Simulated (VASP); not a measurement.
# Co (Im-3m) in VASP: a series of runs

The runs below take Co through single point, relaxation of cell and atoms, with r2SCAN.

Program: VASP 6.6.1. These are calculated values, not measurements. Logs are shortened: lines on timing, memory, paths and dates and some standing lists are left out, and cuts for length are marked.

**1. The cell of the first run**

It takes space group Im-3m (No. 229, cubic). Conventional cell: a = 2.871 Å, b = 2.871 Å, c = 2.871 Å, α = 90.00°, β = 90.00°, γ = 90.00°. Co (site symmetry m-3m) has 14 Co at 2.49 to 2.87 Å within 3.3 Å.

**2. Single point, r2SCAN, collinear spin, ferromagnetic start (volume scaled by 1.08)**

The input, POSCAR:

```
Co
1.0
   -1.4355369068      1.4355369068      1.4355369068
    1.4355369068     -1.4355369068      1.4355369068
    1.4355369068      1.4355369068     -1.4355369068
Co
1
Direct
    0.0000000000      0.0000000000      0.0000000000
```

The input, INCAR.step1:

```
PREC = Accurate
ENCUT = 520
ISMEAR = -1
SIGMA = 0.05
LREAL = False
LASPH = True
NELM = 150
ISPIN = 2
MAGMOM = 2.046
LMAXMIX = 4
NBANDS = 14
GGA = PE
ALGO = Normal
EDIFF = 1E-4
LWAVE = True
LCHARG = False
```

The input, INCAR.step2:

```
PREC = Accurate
ENCUT = 520
EDIFF = 1E-6
ISMEAR = -1
SIGMA = 0.05
LREAL = False
LASPH = True
NELM = 150
ALGO = Normal
ISIF = 2
LWAVE = False
LCHARG = False
ISPIN = 2
MAGMOM = 2.046
LORBIT = 11
LMAXMIX = 4
METAGGA = R2SCAN
LMIXTAU = True
NBANDS = 14
ISTART = 1
```

The input, KPOINTS:

```
regular mesh
0
Gamma
  18 18 18
```

Potentials or basis: VASP PAW PBE potentials, release 64 (Co).

Run with:

```sh
$ cat potpaw_PBE.64/Co/POTCAR > POTCAR
$ cp INCAR.step1 INCAR
$ mpirun -np 1 vasp_std > vasp.out
$ cp INCAR.step2 INCAR
$ mpirun -np 1 vasp_std > vasp.out
```

OUTCAR:

```text
PREC = Accurate
   ENCUT = 520
   EDIFF = 1E-6
   ISMEAR = -1
   LREAL = False
   LASPH = True
   NELM = 150
   ISIF = 2
   ISPIN = 2
   LORBIT = 11
   METAGGA = R2SCAN
   ISTART = 1

 ion  position               nearest neighbor table
   1  0.000  0.000  0.000-

  LATTYP: Found a body centered cubic cell.
 ALAT       =     2.8710738136

  Lattice vectors:

 A1 = (  -1.4355369068,   1.4355369068,   1.4355369068)
 A2 = (   1.4355369068,  -1.4355369068,   1.4355369068)
 A3 = (   1.4355369068,   1.4355369068,  -1.4355369068)

Analysis of symmetry for initial positions (statically):
=====================================================================
 Subroutine PRICEL returns:
 Original cell was already a primitive cell.

 Routine SETGRP: Setting up the symmetry group for a
 body centered cubic supercell.

 Subroutine GETGRP returns: Found 48 space group operations
 (whereof 48 operations were pure point group operations)
 out of a pool of 48 trial point group operations.

The static configuration has the point symmetry O_h .

Analysis of symmetry for dynamics (positions and initial velocities):
=====================================================================
 Subroutine PRICEL returns:
 Original cell was already a primitive cell.

 Routine SETGRP: Setting up the symmetry group for a
 body centered cubic supercell.

 Subroutine GETGRP returns: Found 48 space group operations
 (whereof 48 operations were pure point group operations)
 out of a pool of 48 trial point group operations.

The dynamic configuration has the point symmetry O_h .

Analysis of structural, dynamic, and magnetic symmetry:
=====================================================================
 Subroutine PRICEL returns:
 Original cell was already a primitive cell.

 Routine SETGRP: Setting up the symmetry group for a
 body centered cubic supercell.

 Subroutine GETGRP returns: Found 48 space group operations
 (whereof 48 operations were pure point group operations)
 out of a pool of 48 trial point group operations.

The overall configuration has the point symmetry O_h .

 Subroutine INISYM returns: Found 48 space group operations
 (whereof 48 operations are pure point group operations),
 and found     1 'primitive' translations

----------------------------------------------------------------------------------------

                                     Primitive cell

  volume of cell :      11.8332

  direct lattice vectors                    reciprocal lattice vectors
    -1.435536907  1.435536907  1.435536907     0.000000000  0.348301738  0.348301738
     1.435536907 -1.435536907  1.435536907     0.348301738  0.000000000  0.348301738
     1.435536907  1.435536907 -1.435536907     0.348301738  0.348301738  0.000000000

  length of vectors
     2.486422859  2.486422859  2.486422859     0.492573042  0.492573042  0.492573042

  position of ions in fractional coordinates (direct lattice)
     0.000000000  0.000000000  0.000000000

  ion indices of the primitive-cell ions
   primitive index   ion index
                 1           1

----------------------------------------------------------------------------------------

 KPOINTS: regular mesh

Automatic generation of k-mesh.
 Grid dimensions read from file:
 generate k-points for:   18   18   18

 Generating k-lattice:

  Cartesian coordinates                     Fractional coordinates (reciprocal lattice)
     0.000000000  0.019350097  0.019350097     0.055555556  0.000000000  0.000000000
     0.019350097  0.000000000  0.019350097     0.000000000  0.055555556  0.000000000
     0.019350097  0.019350097  0.000000000     0.000000000  0.000000000  0.055555556

  Length of vectors
     0.027365169  0.027365169  0.027365169

  Shift w.r.t. Gamma in fractional coordinates (k-lattice)
     0.000000000  0.000000000  0.000000000

 Subroutine IBZKPT returns following result:
 ===========================================

 Found    195 irreducible k-points:

 Following reciprocal coordinates:
            Coordinates               Weight
  0.000000  0.000000  0.000000      1.000000
  0.055556  0.000000  0.000000     12.000000
  0.111111  0.000000  0.000000     12.000000
  0.166667  0.000000  0.000000     12.000000
  0.222222  0.000000  0.000000     12.000000
  0.277778  0.000000  0.000000     12.000000
[... 16 lines left out ...]
  0.333333  0.111111  0.000000     48.000000
  0.388889  0.111111  0.000000     48.000000
 [... further k-points ...]
   k-points           NKPTS =    195   k-points in BZ     NKDIM =    195   number of bands    NBANDS=     14
   number of dos      NEDOS =    301   number of ions     NIONS =      1
   total plane-waves  NPLWV =   5832
   dimension x,y,z NGX =    18 NGY =   18 NGZ =   18
   dimension x,y,z NGXF=    36 NGYF=   36 NGZF=   36
   ions per type =               1
   NGX,Y,Z   is equivalent  to a cutoff of  12.04, 12.04, 12.04 a.u.
   NGXF,Y,Z  is equivalent  to a cutoff of  24.07, 24.07, 24.07 a.u.
 SYSTEM =  unknown system
   PREC   = accura    normal or accurate (medium, high low for compatibility)
   ISTART =      1    job   : 0-new  1-cont  2-samecut
   ICHARG =      0    charge: 1-file 2-atom 10-const
   ISPIN  =      2    spin polarized calculation?
   LNONCOLLINEAR =      F non collinear calculations
   LSORBIT =      F    spin-orbit coupling
   LASPH  =      T    aspherical Exc in radial PAW
   ENCUT  =  520.0 eV  38.22 Ry    6.18 a.u.   4.62  4.62  4.62*2*pi/ulx,y,z
   NELM   =    150;   NELMIN=  2; NELMDL=  0     # of ELM steps
   EDIFF  = 0.1E-05   stopping-criterion for ELM
   LREAL  =      F    real-space projection
   EDIFFG = 0.1E-04   stopping-criterion for IOM
   NSW    =      0    number of steps for IOM
   IBRION =     -1    ionic relax: 0-MD 1-quasi-New 2-CG
   NFREE  =      0    steps in history (QN), initial steepest desc. (CG)
   ISIF   =      2    stress and relaxation
   ISYM   =      2    0-nonsym 1-usesym 2-fastsym
   POTIM  = 0.5000    time-step for ionic-motion
   TEBEG  =    0.0;   TEEND  =   0.0 temperature during run
   PSTRESS=    0.0 pullay stress
   NELECT =       9.0000    total number of electrons
   NUPDOWN=      -1.0000    fix difference up-down
   EMIN   =  10.00;   EMAX   =-10.00  energy-range for DOS
   EFERMI =   0.00;   METHOD = LEGACY
   ISMEAR =    -1;   SIGMA  =   0.05  broadening in eV -4-tet -1-fermi 0-gaus
   EFERMI_NEDOS =   21; number of points for ismear=-14 and -15
   IALGO  =     38    algorithm
   IMIX   =      4    mixing-type and parameters
     AMIX     =   0.40;   BMIX     =  1.00
     AMIX_MAG =   1.60;   BMIX_MAG =  1.00
  volume/ion in A,a.u.               =      11.83        79.85
  Fermi-wavevector in a.u.,A,eV,Ry     =   1.494358  2.823927 30.383248  2.233106
  Thomas-Fermi vector in A             =   2.606641
   LORBIT       =     11    0 simple, 1 ext, 2 COOP (PROOUT), +10 PAW based schemes
   METAGGA = R2SCAN    functional components
   LHFCALC =     F    Hartree Fock is set to
   AEXX    =    0.0000 exact exchange contribution
   IVDW    =     0    specifies the selected vdW correction
   LEPSILON=     F    determine dielectric tensor
   LRPA    =     F    only Hartree local field effects (RPA)
 spin polarized calculation
  energy-cutoff  :      520.00
  volume of cell :       11.83
 maximum number of plane-waves:       329
   NGX =  9   NGY =  9   NGZ =  9

 number of electron       8.9999999 magnetization       1.9174717

 Free energy of the ion-electron system (eV)
  ---------------------------------------------------
  ext. energy  EPLUGINS =         0.00000000
  ---------------------------------------------------
  free energy    TOTEN  =       -13.20442509 eV

  energy without entropy =      -13.19672642  energy(sigma->0) =      -13.20057575

 E-fermi :   9.6357     XC(G=0): -14.0986

 val. band max:        9.6312646406   @ k =  -0.3333   0.3333   0.1111
 cond. band min:       9.6368922225   @ k =  -0.3889   0.4444   0.1111
 fundamental gap:      0.0056275819
 Fermi energy:         9.6357061632

 spin component 1

 k-point     1 :       0.0000    0.0000    0.0000
  band No.  band energies     occupation
      1       0.2664      1.00000
      2       5.8691      1.00000
      3       5.8694      1.00000
      4       5.8694      1.00000
      5       6.5011      1.00000
      6       6.5011      1.00000
      7      34.7853      0.00000
      8      34.7856      0.00000
      9      34.7856      0.00000
     10      39.4269      0.00000
     11      39.4269      0.00000
     12      40.7564      0.00000
     13      40.7566      0.00000
     14      40.7567      0.00000

 k-point     2 :       0.0556    0.0000    0.0000
  band No.  band energies     occupation
      1       0.3923      1.00000
      2       5.8420      1.00000
      3       5.8683      1.00000
      4       5.9258      1.00000
      5       6.4757      1.00000
      6       6.5031      1.00000
      7      33.6920      0.00000
      8      34.5357      0.00000
      9      34.5931      0.00000
     10      38.5631      0.00000
     11      38.7576      0.00000
     12      38.7896      0.00000
     13      40.1404      0.00000
     14      40.3040      0.00000
[... 343 lines left out ...]
      1       3.8741      1.00000
      2       5.1243      1.00000
      3       6.1091      1.00000
      4       6.6416      1.00000
      5       7.0528      1.00000
      6       8.8192      1.00000
      7      18.0164      0.00000
      8      25.2640      0.00000
      9      28.7171      0.00000
     10      33.8838      0.00000
     11      38.3159      0.00000
     12      40.2802      0.00000
     13      41.6602      0.00000
     14      47.1226      0.00000

 k-point    24 :       0.3889    0.1111    0.0000
  band No.  band energies     occupation
      1       3.8842      1.00000
      2       5.0660      1.00000
      3       6.2850      1.00000
      4       6.6558      1.00000
      5       7.3704      1.00000
      6       9.8433      0.01548
      7      16.0344      0.00000
      8      24.8637      0.00000
      9      28.2346      0.00000
     10      33.7529      0.00000
     11      38.2239      0.00000
     12      40.6147      0.00000
     13      42.0568      0.00000
     14      47.5069      0.00000

 [... further k-points ...]

 spin component 2

 k-point     1 :       0.0000    0.0000    0.0000
  band No.  band energies     occupation
      1      -0.2262      1.00000
      2       7.8938      1.00000
      3       7.8942      1.00000
      4       7.8942      1.00000
      5      10.5930      0.00000
      6      10.5931      0.00000
      7      34.7862      0.00000
      8      34.7862      0.00000
      9      34.7862      0.00000
     10      40.1031      0.00000
     11      40.1033      0.00000
     12      41.7967      0.00000
     13      41.7971      0.00000
     14      41.8078      0.00000

 k-point     2 :       0.0556    0.0000    0.0000
  band No.  band energies     occupation
      1      -0.0972      1.00000
      2       7.8586      1.00000
      3       7.8886      1.00000
      4       7.9579      1.00000
      5      10.5527      0.00000
      6      10.5953      0.00000
      7      33.8127      0.00000
      8      34.5843      0.00000
      9      34.6301      0.00000
     10      39.5103      0.00000
     11      40.0143      0.00000
     12      40.1068      0.00000
     13      40.8240      0.00000
     14      42.2119      0.00000
[... 343 lines left out ...]
      1       4.7669      1.00000
      2       6.9333      1.00000
      3       7.6558      1.00000
      4      10.1036      0.00009
      5      10.3743      0.00000
      6      11.0020      0.00000
      7      18.9511      0.00000
      8      25.8010      0.00000
      9      29.4156      0.00000
     10      34.3302      0.00000
     11      39.3940      0.00000
     12      41.9420      0.00000
     13      48.1578      0.00000
     14      48.7903      0.00000

 k-point    24 :       0.3889    0.1111    0.0000
  band No.  band energies     occupation
      1       5.2001      1.00000
      2       6.8470      1.00000
      3       7.9859      1.00000
      4      10.1453      0.00004
      5      10.5568      0.00000
      6      11.3581      0.00000
      7      17.2116      0.00000
      8      25.3895      0.00000
      9      28.8929      0.00000
     10      34.2154      0.00000
     11      39.3672      0.00000
     12      42.5710      0.00000
     13      48.2402      0.00000
     14      49.2883      0.00000

 [... further k-points ...]
[... 5 lines left out ...]
  --------------------------------------------------------------------------------------
  -------------------------------------------------------------------------------------
  Total       -0.9980458     -0.9980458     -0.9980458      0.0000000      0.0000000     -0.0000000
  in kB     -135.1319230   -135.1319230   -135.1319230      0.0000000      0.0000000     -0.0000000
  external PRESSURE =    -135.1319230 kB  Pullay stress =       0.0000000 kB

 VOLUME and BASIS-vectors are now :
 -----------------------------------------------------------------------------
  energy-cutoff  :      520.00
  volume of cell :       11.83
      direct lattice vectors                 reciprocal lattice vectors
    -1.435536907  1.435536907  1.435536907     0.000000000  0.348301738  0.348301738
     1.435536907 -1.435536907  1.435536907     0.348301738  0.000000000  0.348301738
     1.435536907  1.435536907 -1.435536907     0.348301738  0.348301738  0.000000000

 POSITION                                       TOTAL-FORCE (eV/Angst)
 -----------------------------------------------------------------------------------
      0.00000      0.00000      0.00000        -0.000000      0.000000     -0.000000
 -----------------------------------------------------------------------------------
    total drift:                                0.000000     -0.000000      0.000000

  FREE ENERGIE OF THE ION-ELECTRON SYSTEM (eV)
  ---------------------------------------------------
  free  energy   TOTEN  =       -13.2044250892 eV

  energy  without entropy=      -13.1967264179  energy(sigma->0) =      -13.20057575

 total charge

# of ion       s       p       d       tot
------------------------------------------
    1        0.477   0.510   7.142   8.129

 magnetization (x)

# of ion       s       p       d       tot
------------------------------------------
    1        0.004  -0.064   2.054   1.993
```

It took 5.1 min on 1 thread of AMD EPYC 7R43 (Zen 3), shared host; peak memory 0.12 GiB.

Results:

- Free energy: -13.2044 eV
- Pressure: -13.5 GPa
- Net moment: 1.92 μB per cell
- Site moments: Co +1.99 μB
- Valence electrons inside the program's atomic spheres: Co 8.13

Caveat: the cell differs from its parent crystal (volume scaled by 1.08); the PAW data sets were made with another functional, which shifts forces and pressure a little.

**3. Single point, r2SCAN, collinear spin, ferromagnetic start (volume scaled by 1.12)**

The input, POSCAR:

```
Co
1.0
   -1.4530451799      1.4530451799      1.4530451799
    1.4530451799     -1.4530451799      1.4530451799
    1.4530451799      1.4530451799     -1.4530451799
Co
1
Direct
    0.0000000000      0.0000000000      0.0000000000
```

The input, INCAR.step1:

```
  PREC = Accurate
  ENCUT = 520
  ISMEAR = -1
  SIGMA = 0.05
  LREAL = False
  LASPH = True
  NELM = 150
  ISPIN = 2
  MAGMOM = 2.046
  LMAXMIX = 4
  NBANDS = 14
  GGA = PE
  ALGO = Normal
  EDIFF = 1E-4
  LWAVE = True
  LCHARG = False
```

The input, INCAR.step2:

```
  PREC = Accurate
  ENCUT = 520
  EDIFF = 1E-7
  ISMEAR = -1
  SIGMA = 0.05
  LREAL = False
  LASPH = True
  NELM = 150
  ALGO = Normal
  ISIF = 2
  LWAVE = False
  LCHARG = True
  ISPIN = 2
  MAGMOM = 2.046
  LORBIT = 11
  LMAXMIX = 4
  METAGGA = R2SCAN
  LMIXTAU = True
  LELF = True
  LVHAR = True
  NBANDS = 14
  ISTART = 1
```

KPOINTS is that of step 2.

Potentials or basis: VASP PAW PBE potentials, release 64 (Co).

Run with:

```sh
$ cat potpaw_PBE.64/Co/POTCAR > POTCAR
$ cp INCAR.step1 INCAR
$ mpirun -np 1 vasp_std > vasp.out
$ cp INCAR.step2 INCAR
$ mpirun -np 1 vasp_std > vasp.out
```

Run time: 6.8 min. Hardware: 1 thread of AMD EPYC 7R43 (Zen 3), shared host; peak memory 0.14 GiB.

Results (log left out):

* Free energy: -13.1610 eV
* Pressure: -18.0 GPa
* Net moment: 1.94 μB per cell
* Site moments: Co +2.02 μB
* Valence electrons inside the program's atomic spheres: Co 8.07

Levels at points of the mesh, in eV from the Fermi level:
Spin up:
```tsv
k point	band 3	band 4	band 5	band 6	band 7	band 8
(0.00, 0.00, 0.00)	-3.71	-3.71	-3.16	-3.16	24.78	24.78
(0.50, 0.00, 0.00)	-3.04	-2.98	-1.66	-0.34	5.10	17.68
(0.50, 0.50, 0.50)	-1.86	-1.86	-1.86	8.74	8.74	8.74
```
Spin down:
```csv
k point,band 1,band 2,band 3,band 4,band 5,band 6
"(0.00, 0.00, 0.00)",-9.64,-1.69,-1.69,-1.69,1.00,1.00
"(0.50, 0.00, 0.00)",-4.39,-2.73,-0.78,0.58,0.69,1.18
"(0.50, 0.50, 0.50)",-3.10,-3.10,0.46,0.46,0.46,8.78
```

Caveat: the cell differs from its parent crystal (volume scaled by 1.12); the PAW data sets were made with another functional, which shifts forces and pressure a little.

**4. Relaxation of cell and atoms, r2SCAN, collinear spin, ferromagnetic start**

This run uses another cell than the first one, of 11.07 Å³/atom, 0.936 times its volume.

The input, POSCAR:

```
Co
1.0
   -1.4041371717      1.4041371717      1.4041371717
    1.4041371717     -1.4041371717      1.4041371717
    1.4041371717      1.4041371717     -1.4041371717
Co
1
Direct
    0.0000000000      0.0000000000      0.0000000000
```

The input, INCAR.step1:

```
SYSTEM = Co
PREC = Accurate
ENCUT = 600
ISMEAR = -1
SIGMA = 0.05
LREAL = .False.
LASPH = .True.
NELM = 150
ISPIN = 2
MAGMOM = 1.7
LMAXMIX = 4
GGA = PE
ALGO = Normal
EDIFF = 1E-4
LWAVE = .True.
LCHARG = .False.
```

The input, INCAR.step2:

```
SYSTEM = Co
PREC = Accurate
ENCUT = 600
EDIFF = 1E-6
ISMEAR = -1
SIGMA = 0.05
LREAL = .False.
LASPH = .True.
NELM = 150
ALGO = Normal
ISIF = 3
LWAVE = .False.
LCHARG = .False.
ISPIN = 2
MAGMOM = 1.7
LORBIT = 11
LMAXMIX = 4
METAGGA = R2SCAN
LMIXTAU = .True.
IBRION = 2
NSW = 80
EDIFFG = -0.01
ISTART = 1
```

The input, KPOINTS:

```
Automatic mesh
0
Gamma
  16 16 16
  0 0 0
```

Run with:

```sh
$ cat potpaw_PBE.64/Co/POTCAR > POTCAR
$ cp INCAR.step1 INCAR
$ mpirun -np 1 vasp_std > vasp.out
$ cp INCAR.step2 INCAR
$ mpirun -np 1 vasp_std > vasp.out
```

It took 3 min on 1 thread of AMD EPYC 9R45 (Zen 5), shared host; peak memory 0.13 GiB.

Results (log left out):

```yaml
Free_energy: -13.2459 eV
Relaxed_volume: 10.95 Å³/atom
Relaxed_cell: a = 2.423 Å, b = 2.423 Å, c = 2.423 Å, α = 109.47°, β = 109.47°, γ = 109.47°
Space_group_after_relaxing_to_0.05_Å: Im-3m (No. 229)
Energy_gained_by_relaxing: 0.9 meV/atom
Ionic_steps: 3
Pressure_after_relaxing: 0.0 GPa
Net_moment: 1.90 μB per cell
Site_moments: Co +1.96 μB
Valence_electrons_inside_the_program's_atomic_spheres: Co 8.27
```

Step by step:
| step | energy change (eV) | largest force (eV/Å) | pressure (GPa) | volume (Å³) |
| --- | --- | --- | --- | --- |
| 1 | 0.0000 | 0.0000 | -2.37 | 11.07 |
| 2 | 0.0003 | 0.0000 | 2.71 | 10.81 |
| 3 | -0.0009 | 0.0000 | -0.04 | 10.95 |

Final structure:
```
Co
1.0
    -1.39897    1.39897    1.39897
     1.39897   -1.39897    1.39897
     1.39897    1.39897   -1.39897
Co
1
Direct
  0.00000 0.00000 0.00000
```

Levels at points of the mesh, in eV from the Fermi level:
Spin up:
```tsv
k point	band 1	band 2	band 3	band 4	band 5	band 6	band 7	band 8	band 9
(0.00, 0.00, 0.00)	-9.84	-3.91	-3.91	-3.91	-3.08	-3.08	25.95	25.95	25.95
(0.50, 0.00, 0.00)	-6.34	-4.89	-2.92	-2.92	-1.47	-0.41	6.05	18.73	20.25
(0.50, 0.50, 0.50)	-6.41	-6.41	-1.71	-1.71	-1.71	9.52	9.52	9.52	14.95
```
Spin down:
```
           k point  band 1  band 2  band 3  band 4  band 5  band 6  band 7
(0.00, 0.00, 0.00)  -10.32   -1.85   -1.85   -1.85    0.89    0.89   25.98
(0.50, 0.00, 0.00)   -4.96   -3.08   -0.83    0.52    0.95    1.12    7.51
(0.50, 0.50, 0.50)   -3.85   -3.85    0.67    0.67    0.67    9.60    9.60
```

Caveat: the PAW data sets were made with another functional, which shifts forces and pressure a little.

[end of part 1 of 2]
